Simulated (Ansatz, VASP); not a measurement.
## Nb in VASP and in Ansatz

```
Nb
1.0
    -1.64146    1.64146    1.64146
     1.64146   -1.64146    1.64146
     1.64146    1.64146   -1.64146
Nb
1
Cartesian
  0.0000 0.0000 0.0000
```

Change from the starting cell: volume scaled by 0.96.

Alike in both runs: task single point; functional LDA; k mesh 11 × 11 × 11; occupations methfessel-paxton of order 1, width 0.01 eV; no spin polarisation; Hubbard terms Nb d U = 4.0 eV.

```csv
,VASP,Ansatz
version,VASP 6.6.1,Ansatz 0.2.0
potentials or method,"VASP PAW LDA potentials, release 64 (Nb_sv), cutoff 500 eV","all-electron LAPW, scalar-relativistic"
```

VASP gave:

```
gap on the k mesh at the Fermi level (eV) : none
pressure (GPa)                            : 6.5
```

Task: Estimate Ansatz's values.

Result: gap on the k mesh at the Fermi level (eV): none; pressure (GPa): -2.5.

LDA's correlation is that of Perdew and Zunger in VASP and of Perdew and Wang (1992) in Ansatz. The programs project onto different local orbitals, so the same U acts differently, and such runs can settle in different states. A gap of «none» marks a metal or a gap that the smearing closes. Ansatz ran all-electron here, and VASP with PAW potentials.

Noted on Ansatz's run: U is the effective U less J, on atomic orbitals that reach past the spheres.
